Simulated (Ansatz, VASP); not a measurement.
## PbI2 in VASP and in Ansatz

```
CELL_PARAMETERS angstrom
4.47117 0.00000 0.00000
-2.23558 3.87215 0.00000
0.00000 0.00000 6.78701
ATOMIC_POSITIONS crystal
Pb 0.00000 0.00000 0.00000
I 0.33333 0.66667 0.27442
I 0.66667 0.33333 0.72558
```

Alike in both runs: functional LDA; k mesh 6 × 6 × 4; occupations gaussian, width 0.02 eV; no spin polarisation.

Ansatz relaxed the structure, and its values are those at the end. VASP's run is a single point on that final structure, the one shown.

```csv
,VASP,Ansatz
version,VASP 6.6.1,Ansatz 0.2.0
potentials or method,"VASP PAW LDA potentials, release 64 (Pb_d, I), cutoff 500 eV","scalar-relativistic, plane waves, PAW"
valence electrons in the cell,28,48
```

VASP gave:

* gap on the k mesh at the Fermi level (eV): 1.90
* least direct gap on the mesh (eV): 1.90
* pressure (GPa): 0.0
* rms of the force components (eV/Å): 0.006

Problem. Which values does Ansatz return?

Solution. gap on the k mesh at the Fermi level (eV): 1.91; least direct gap on the mesh (eV): 1.91; pressure (GPa): 0.0; rms of the force components (eV/Å): 0.000.

LDA's correlation is that of Perdew and Zunger in VASP and of Perdew and Wang (1992) in Ansatz. VASP's potentials hold 28 valence electrons a cell and Ansatz's 48, so a difference there can come from the potentials and not from the codes.

Neither program's run includes spin-orbit coupling.
